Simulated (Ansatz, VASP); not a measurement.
# Two plane-wave programs on Al2GaP3

```
Al Ga P
1.0
    -3.89503    3.89503    0.00000
     3.89503    3.89503    0.00000
     1.94752   -1.94752   -8.25717
Al Ga P
4 2 6
Direct
  0.33332 0.00000 0.66665
  0.83332 0.50000 0.66665
  0.66668 0.00000 0.33335
  0.16668 0.50000 0.33335
  0.00000 0.00000 0.00000
  0.50000 0.50000 0.00000
  0.33370 0.25000 0.16741
  0.83371 0.75000 0.16741
  0.66629 0.25000 0.83259
  0.16629 0.75000 0.83259
  0.00000 0.25000 0.50000
  0.50000 0.75000 0.50000
```

Alike in both runs: task single point; functional PBE; k mesh 4 × 4 × 4; occupations gaussian, width 0.1 eV; no spin polarisation.

|  | VASP | Ansatz |
| --- | --- | --- |
| version | VASP 6.6.1 | Ansatz 0.2.0 |
| potentials or method | VASP PAW PBE potentials, release 64 (Al, Ga_d, P), cutoff 500 eV | scalar-relativistic, plane waves, PAW |
| valence electrons in the cell | 68 | 68 |

```csv
,VASP,Ansatz,Ansatz less VASP
gap on the k mesh at the Fermi level (eV),1.64,1.64,+0.001
least direct gap on the mesh (eV),1.64,1.64,+0.001
pressure (GPa),0.0,0.0,+0.07
```
